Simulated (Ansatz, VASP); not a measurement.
# Si2SnSe6: VASP beside Ansatz

File INCAR:

```
SYSTEM = Si2SnSe6
PREC = Accurate ; ENCUT = 600
EDIFF = 1E-7 ; ISMEAR = 0
SIGMA = 0.1 ; LREAL = .FALSE.
LASPH = .TRUE. ; NELM = 100
ALGO = Normal ; ISIF = 3
LWAVE = .FALSE. ; LCHARG = .FALSE.
GGA = PE ; IBRION = 2
NSW = 100 ; EDIFFG = -0.01
```

File KPOINTS:

```
Automatic mesh
0
G
  8 8 8
  0 0 0
```

Contents of POSCAR:

```
Si2SnSe6
1.0
    0.0000000000      4.8802973038      4.8802973038
    4.8802973038      0.0000000000      4.8802973038
    4.8802973038      4.8802973038      0.0000000000
Si Sn Se
2 1 6
Direct
    0.7500000000      0.7500000000      0.7500000000
    0.2500000000      0.2500000000      0.2500000000
    0.0000000000      0.0000000000      0.0000000000
    0.5000000000      0.0000000000      0.0000000000
    0.0000000000      0.5000000000      0.5000000000
    0.0000000000      0.5000000000      0.0000000000
    0.5000000000      0.0000000000      0.5000000000
    0.0000000000      0.0000000000      0.5000000000
    0.5000000000      0.5000000000      0.0000000000
```

Input for Ansatz:

```yaml
crystal:
  lattice:
    - [0.0, 4.8802973038, 4.8802973038]
    - [4.8802973038, 0.0, 4.8802973038]
    - [4.8802973038, 4.8802973038, 0.0]
  atoms:
    - { symbol: Si, position: [0.75, 0.75, 0.75] }
    - { symbol: Si, position: [0.25, 0.25, 0.25] }
    - { symbol: Sn, position: [0.0, 0.0, 0.0] }
    - { symbol: Se, position: [0.5, 0.0, 0.0] }
    - { symbol: Se, position: [0.0, 0.5, 0.5] }
    - { symbol: Se, position: [0.0, 0.5, 0.0] }
    - { symbol: Se, position: [0.5, 0.0, 0.5] }
    - { symbol: Se, position: [0.0, 0.0, 0.5] }
    - { symbol: Se, position: [0.5, 0.5, 0.0] }
basis:
  ecutwfc: 420
kpoints:
  mp_grid: { grid: [8, 8, 8] }
hamiltonian:
  xc: pbe
scf:
  occupations: { method: gaussian, width: 0.1 }
output:
  forces: true
  stress: true
  eigenvalues: true
relax:
  adjacent_minimum: "off"
  f_tol: 0.01
  max_steps: 80
  cell: { stress_tol: 0.05 }
```

Change from the starting cell: ordered vacancies on the A sites of perovskite (Fm-3m, No. 225).

Alike in both runs: task relaxation of cell and atoms; functional PBE; k mesh 8 × 8 × 8; occupations gaussian, width 0.1 eV; no spin polarisation.

|  | VASP | Ansatz |
| --- | --- | --- |
| version | VASP 6.6.1 | Ansatz 0.2.0 |
| potentials or method | VASP PAW PBE potentials, release 64 (Si, Sn_d, Se), cutoff 600 eV | scalar-relativistic, plane waves, PAW |
| valence electrons in the cell | 58 | 118 |

VASP gave:

* gap on the k mesh at the Fermi level, each at its own relaxed structure (eV): none
* relaxed volume (Å³/atom): 25.91
* relaxed cell length with the largest relative difference (Å): 6.909

Question: Estimate Ansatz's values.

Answer: gap on the k mesh at the Fermi level, each at its own relaxed structure (eV): none; relaxed volume (Å³/atom): 25.86; relaxed cell length with the largest relative difference (Å): 6.905.

A gap of «none» marks a metal or a gap that the smearing closes. VASP's potentials hold 58 valence electrons a cell and Ansatz's 118, so a difference there can come from the potentials and not from the codes.
